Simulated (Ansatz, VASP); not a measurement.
## Bi in VASP and in Ansatz

File INCAR:

```
SYSTEM = Bi
PREC = Accurate ; ENCUT = 520
EDIFF = 1E-6 ; ISMEAR = -1
SIGMA = 0.1 ; LREAL = .FALSE.
LASPH = .TRUE. ; NELM = 80
ALGO = Normal ; ISIF = 2
LWAVE = .FALSE. ; LCHARG = .TRUE.
LELF = .TRUE. ; LVHAR = .TRUE.
NBANDS = 22
```

File KPOINTS:

```
Automatic mesh
0
G
  9 9 9
  0 0 0
```

Contents of POSCAR:

```
Bi
1.0
    0.0000000000      3.4061747763      3.4061747763
    3.4061747763      0.0000000000      3.4061747763
    3.4061747763      3.4061747763      0.0000000000
Bi
2
Direct
    0.1250000000      0.1250000000      0.1250000000
    0.8750000000      0.8750000000      0.8750000000
```

Input for Ansatz:

```yaml
crystal:
  lattice:
    - [0.0, 3.4061747763, 3.4061747763]
    - [3.4061747763, 0.0, 3.4061747763]
    - [3.4061747763, 3.4061747763, 0.0]
  atoms:
    - { symbol: Bi, position: [0.125, 0.125, 0.125] }
    - { symbol: Bi, position: [0.875, 0.875, 0.875] }
hamiltonian:
  xc: lda
  pseudopotentials:
    kind: paw
    azcp:
      Bi: "pseudopotentials/Bi.paw.azcp"
basis:
  ecutwfc: 420
  fft_grid_basis: typed
kpoints:
  mp_grid: { grid: [9, 9, 9], shift: [0, 0, 0] }
magnetization:
  spin_polarized: false
scf:
  occupations: { method: fermi_dirac, width: 0.1 }
  lower_state_search: "off"
output:
  stress: true
  write_density: true
  write_potential: true
  elf: true
  volumetric_format: npy
```

Alike in both runs: task single point; functional LDA; k mesh 9 × 9 × 9; occupations fermi-dirac, width 0.1 eV; no spin polarisation.

|  | VASP | Ansatz |
| --- | --- | --- |
| version | VASP 6.6.1 | Ansatz 0.2.0 |
| potentials or method | VASP PAW LDA potentials, release 64 (Bi_d), cutoff 520 eV | plane waves (420 eV) with PAW, scalar-relativistic |
| valence electrons in the cell | 30 | 30 |

```csv
,VASP,Ansatz,Ansatz less VASP
pressure (GPa),5.9,5.8,-0.10
```

Ansatz warns that its potentials were made for another functional, while VASP's fit it. LDA's correlation is that of Perdew and Zunger in VASP and of Perdew and Wang (1992) in Ansatz.

Spin-orbit coupling is off throughout.
